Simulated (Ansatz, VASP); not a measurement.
HgTe: VASP beside Ansatz

```
Hg Te
1.0
     0.00000    3.32480    3.32480
     3.32480    0.00000    3.32480
     3.32480    3.32480    0.00000
Hg Te
1 1
Direct
  0.00000 0.00000 0.00000
  0.75000 0.75000 0.75000
```

Alike in both runs: functional PBE; k mesh 12 × 12 × 12; occupations gaussian, width 0.1 eV; no spin polarisation.

Ansatz relaxed the structure, and its values are those at the end. VASP's run is a single point on that final structure, the one shown.

|  | VASP | Ansatz |
| --- | --- | --- |
| version | VASP 6.6.1 | Ansatz 0.2.0 |
| potentials or method | VASP PAW PBE potentials, release 64 (Hg, Te), cutoff 520 eV | scalar-relativistic, plane waves, PAW |
| valence electrons in the cell | 18 | 36 |

Ansatz gave:

- gap on the k mesh at the Fermi level (eV): none
- pressure (GPa): 0.0

Problem. Estimate VASP's values.

Solution. gap on the k mesh at the Fermi level (eV): none; pressure (GPa): 0.1.

A gap of «none» marks a metal or a gap that the smearing closes. With one functional, cell and mesh, what is left measures potentials, basis and numerics. VASP's potentials hold 18 valence electrons a cell and Ansatz's 36, so a difference there can come from the potentials and not from the codes.

Neither program's run includes spin-orbit coupling.
